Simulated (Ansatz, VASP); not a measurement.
## One calculation of HfSbH5, two programs

```xyz
7
Lattice="2.5202 1.4551 2.9563 -2.5202 1.4551 2.9563 0.0000 -2.9101 2.9563" Properties=species:S:1:pos:R:3 pbc="T T T"
Hf    0.0000    0.0000    0.0000
Sb    0.0000    0.0000    4.4345
H     0.0000    0.0000    6.9376
H     0.0000    0.0000    1.9314
H     0.0000   -1.4551    1.4782
H     1.2601    0.7275    1.4782
H    -1.2601    0.7275    1.4782
```

Alike in both runs: functional PBE; k mesh 12 × 12 × 12; occupations gaussian, width 0.1 eV; no spin polarisation.

Ansatz relaxed the structure, and its values are those at the end. VASP's run is a single point on that final structure, the one shown.

```csv
,VASP,Ansatz
version,VASP 6.6.1,Ansatz 0.2.0
potentials or method,"VASP PAW PBE potentials, release 64 (Hf_pv, Sb, H), cutoff 520 eV","scalar-relativistic, plane waves, PAW"
valence electrons in the cell,20,46
```

|  | VASP | Ansatz | Ansatz less VASP |
| --- | --- | --- | --- |
| gap on the k mesh at the Fermi level (eV) | none | none | - |
| pressure (GPa) | -0.4 | 0.0 | +0.42 |
| rms of the force components (eV/Å) | 0.005 | 0.000 | -0.0046 |

A gap of «none» marks a metal or a gap that the smearing closes. VASP's potentials hold 20 valence electrons a cell and Ansatz's 46, so a difference there can come from the potentials and not from the codes.

Neither program's run includes spin-orbit coupling.
